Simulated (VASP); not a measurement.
Write the native input for VASP 6.6.1 that does the following.

```
Task                   : single point
Functional             : r2SCAN
Potentials or basis    : VASP PAW PBE potentials, release 64 (Na_pv)
Cutoff                 : 520 eV
k mesh                 : 6 × 6 × 6
Occupations            : gaussian, width 0.1 eV
Spin                   : no spin polarisation
Dipole correction      : no
Further INCAR settings : ALGO = Normal; EDIFF = 1e-06; NBANDS = 14
```

The system is Na.

```
Na
1.0
    -3.26339    3.26339    1.78024
     3.26339   -3.26339    1.78024
     3.26339    3.26339   -1.78024
Na
2
Direct
  0.00000 0.00000 0.00000
  0.75000 0.25000 0.50000
```

One way to write it, as run:

POSCAR

```
Na
1.0
   -3.2633941077      3.2633941077      1.7802417262
    3.2633941077     -3.2633941077      1.7802417262
    3.2633941077      3.2633941077     -1.7802417262
Na
2
Direct
    0.0000000000      0.0000000000      0.0000000000
    0.7500000000      0.2500000000      0.5000000000
```

INCAR.step1

```
SYSTEM = Na
PREC = Accurate ; ENCUT = 520
ISMEAR = 0 ; SIGMA = 0.1
LREAL = .False. ; LASPH = .True.
NELM = 100 ; NBANDS = 14
GGA = PE ; ALGO = Normal
EDIFF = 1E-4 ; LWAVE = .True.
LCHARG = .False.
```

INCAR.step2

```
SYSTEM = Na
PREC = Accurate ; ENCUT = 520
EDIFF = 1E-6 ; ISMEAR = 0
SIGMA = 0.1 ; LREAL = .False.
LASPH = .True. ; NELM = 100
ALGO = Normal ; ISIF = 2
LWAVE = .False. ; LCHARG = .True.
METAGGA = R2SCAN ; LMIXTAU = .True.
LELF = .True. ; LVHAR = .True.
NBANDS = 14 ; ISTART = 1
```

KPOINTS

```
Automatic mesh
0
Gamma
  6 6 6
  0 0 0
```

Potentials or basis: VASP PAW PBE potentials, release 64 (Na_pv).

Command:

```bash
$ cat potpaw_PBE.64/Na_pv/POTCAR > POTCAR
$ cp INCAR.step1 INCAR
$ mpirun -np 1 vasp_std > vasp.out
$ cp INCAR.step2 INCAR
$ mpirun -np 1 vasp_std > vasp.out
```

Results of the run:

```json
{
  "Pressure": "0.2 GPa",
  "Band gap on the k mesh": "zero (bands 7 and 8 overlap by 2.94 eV)"
}
```

Caveat: the PAW data sets were made with another functional, which shifts forces and pressure a little.

Run time: 72 s on 1 thread of AMD EPYC 9R45 96-Core Processor (Zen 5), with other jobs on the host, peak memory 0.21 GiB.
